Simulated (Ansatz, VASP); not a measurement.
## One calculation of MgCd3Te4, two programs

```
CELL_PARAMETERS angstrom
6.59115 0.00000 0.00000
0.00000 6.59115 0.00000
0.00000 0.00000 6.59115
ATOMIC_POSITIONS crystal
Mg 0.00000 0.00000 0.00000
Cd 0.00000 0.50000 0.50000
Cd 0.50000 0.00000 0.50000
Cd 0.50000 0.50000 0.00000
Te 0.75271 0.75271 0.24729
Te 0.75271 0.24729 0.75271
Te 0.24729 0.75271 0.75271
Te 0.24729 0.24729 0.24729
```

Alike in both runs: task single point; functional LDA; k mesh 4 × 4 × 4; occupations gaussian, width 0.02 eV; no spin polarisation.

|  | VASP | Ansatz |
| --- | --- | --- |
| version | VASP 6.6.1 | Ansatz 0.2.0 |
| potentials or method | VASP PAW LDA potentials, release 64 (Mg, Cd, Te), cutoff 520 eV | scalar-relativistic, plane waves, PAW |
| valence electrons in the cell | 62 | 134 |

|  | VASP | Ansatz | Ansatz less VASP |
| --- | --- | --- | --- |
| gap on the k mesh at the Fermi level (eV) | 0.79 | 0.76 | -0.033 |
| least direct gap on the mesh (eV) | 0.79 | 0.76 | -0.033 |
| pressure (GPa) | -3.1 | -3.2 | -0.10 |
| rms of the force components (eV/Å) | 0.056 | 0.066 | +0.0097 |

LDA's correlation is that of Perdew and Zunger in VASP and of Perdew and Wang (1992) in Ansatz. Atom by atom the forces differ by 0.010 eV/Å (rms over components). VASP's potentials hold 62 valence electrons a cell and Ansatz's 134, so a difference there can come from the potentials and not from the codes.

Spin-orbit coupling is off throughout.
